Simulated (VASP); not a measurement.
A run of VASP 6.6.1:

INCAR

```
SYSTEM = SnO2
  PREC = Accurate
  ENCUT = 520
  EDIFF = 1E-6
  ISMEAR = 0
  SIGMA = 0.05
  LREAL = .False.
  LASPH = .True.
  NELM = 60
  ALGO = Normal
  ISIF = 2
  LWAVE = .False.
  LCHARG = .False.
  GGA = PE
  IVDW = 12
  NBANDS = 35
```

File KPOINTS:

```
regular mesh
0
Gamma
  8 6 6
  0 0 0
```

The input POSCAR:

```
SnO2
1.0
    1.6186264610     -2.8035432689      0.0000000000
    1.6186264610      0.9345144230      4.2918257460
   -4.8558793830     -2.8035432689      0.0000000000
Sn O
2 4
Direct
    0.5084021856      0.4385267298     -0.0188144674
   -0.0084021856      0.5614732702      0.5188144674
    0.4960150187      0.7536670303      0.7751600430
    1.0039849813      0.7079330855      0.2120399956
    0.4960150187      0.2920669145      0.2879600044
    1.0039849813      0.2463329697      0.7248399570
```

Potentials or basis: VASP PAW PBE potentials, release 64 (Sn_d, O).

The run is started by

```console
$ cat potpaw_PBE.64/Sn_d/POTCAR potpaw_PBE.64/O/POTCAR > POTCAR
$ mpirun -np 1 vasp_std > vasp.out
```

Hardware: 1 thread of Intel(R) Xeon(R) 6975P-C (Granite Rapids), with other jobs on the host.

Q: How long does it take, and how much memory?

A: It took 2.1 min on 1 thread of Intel(R) Xeon(R) 6975P-C (Granite Rapids) (shared host), peak memory 0.42 GiB. Counts: scf iterations 14, k points 148.
